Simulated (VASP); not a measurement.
Re, 2 atoms in the cell. It takes space group P6_3/mmc (No. 194, hexagonal). Conventional cell: a = 2.613 Å, b = 2.613 Å, c = 3.910 Å, α = 90.00°, β = 90.00°, γ = 120.00°. Re (site symmetry -6m2) has 12 Re at 2.47 to 2.61 Å within 3.3 Å. 

| Item | Value |
| --- | --- |
| Program | VASP 6.6.1 |
| Task | single point |
| Functional | PBEsol |
| Potentials or basis | VASP PAW PBE potentials, release 64 (Re) |
| Cutoff | 520 eV |
| k mesh | 18 × 18 × 10 |
| Occupations | gaussian, width 0.15 eV |
| Spin | no spin polarisation |
| Dipole correction | no |
| Further INCAR settings | ALGO = Normal; EDIFF = 1e-06; NBANDS = 14 |

Potentials or basis: VASP PAW PBE potentials, release 64 (Re).

Run with:

```console
$ cat potpaw_PBE.64/Re/POTCAR > POTCAR
$ mpirun -np 1 vasp_std > vasp.out
```

Hardware: 1 thread of AMD EPYC 7R13 Processor (Zen 3) (shared host).

Question: Estimate the wall time of this run.

Answer: Wall time 56 s on 1 thread of AMD EPYC 7R13 Processor (Zen 3), with other jobs on the host, peak memory 0.15 GiB. Counts: scf iterations 12, k points 222.
